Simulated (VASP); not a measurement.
Set up this calculation in VASP 6.6.1, as the native input.

```
Task                   : single point
Functional             : r2SCAN
Potentials or basis    : VASP PAW PBE potentials, release 64 (Fe, Si)
Cutoff                 : 520 eV
k mesh                 : 8 × 8 × 8
Occupations            : gaussian, width 0.05 eV
Spin                   : no spin polarisation
Dipole correction      : no
Further INCAR settings : ALGO = Normal; EDIFF = 1e-07; NBANDS = 34
```

The system is FeSi.

```
CELL_PARAMETERS angstrom
4.08745 0.00000 0.00000
0.00000 4.08745 0.00000
0.00000 0.00000 4.08745
ATOMIC_POSITIONS crystal
Fe 0.14274 0.14274 0.14274
Fe 0.35726 0.85726 0.64274
Fe 0.64274 0.35726 0.85726
Fe 0.85726 0.64274 0.35726
Si 0.84400 0.84400 0.84400
Si 0.65600 0.15600 0.34400
Si 0.34400 0.65600 0.15600
Si 0.15600 0.34400 0.65600
```

These files were run (other wordings do the same):

POSCAR

```
FeSi
1.0
    4.0874510246      0.0000000000      0.0000000000
    0.0000000000      4.0874510246      0.0000000000
    0.0000000000      0.0000000000      4.0874510246
Fe Si
4 4
Direct
    0.1427387187      0.1427387187      0.1427387187
    0.3572612813      0.8572612813      0.6427387187
    0.6427387187      0.3572612813      0.8572612813
    0.8572612813      0.6427387187      0.3572612813
    0.8439995753      0.8439995753      0.8439995753
    0.6560004247      0.1560004247      0.3439995753
    0.3439995753      0.6560004247      0.1560004247
    0.1560004247      0.3439995753      0.6560004247
```

INCAR.step1

```
PREC = Accurate ; ENCUT = 520
ISMEAR = 0 ; SIGMA = 0.05
LREAL = F ; LASPH = T
NELM = 60 ; NBANDS = 34
GGA = PE ; ALGO = Normal
EDIFF = 1E-4 ; LWAVE = T
LCHARG = F
```

INCAR.step2

```
PREC = Accurate ; ENCUT = 520
EDIFF = 1E-7 ; ISMEAR = 0
SIGMA = 0.05 ; LREAL = F
LASPH = T ; NELM = 60
ALGO = Normal ; ISIF = 2
LWAVE = F ; LCHARG = F
METAGGA = R2SCAN ; LMIXTAU = T
NBANDS = 34 ; ISTART = 1
```

KPOINTS

```
regular mesh
0
Gamma
  8 8 8
```

Potentials or basis: VASP PAW PBE potentials, release 64 (Fe, Si).

Run with:

```bash
$ cat potpaw_PBE.64/Fe/POTCAR potpaw_PBE.64/Si/POTCAR > POTCAR
$ cp INCAR.step1 INCAR
$ mpirun -np 1 vasp_std > vasp.out
$ cp INCAR.step2 INCAR
$ mpirun -np 1 vasp_std > vasp.out
```

Results of the run:

The pressure is 92.6 GPa. The largest force is 0.063 eV/Å. The band gap on the k mesh is 0.30 eV (least direct gap 0.33 eV).

Caveat: the cell stands under pressure; the PAW data sets were made with another functional, which shifts forces and pressure a little.

Wall time 3.8 min on 1 thread of AMD EPYC 9R45 96-Core Processor (Zen 5) (shared host), peak memory 0.19 GiB.
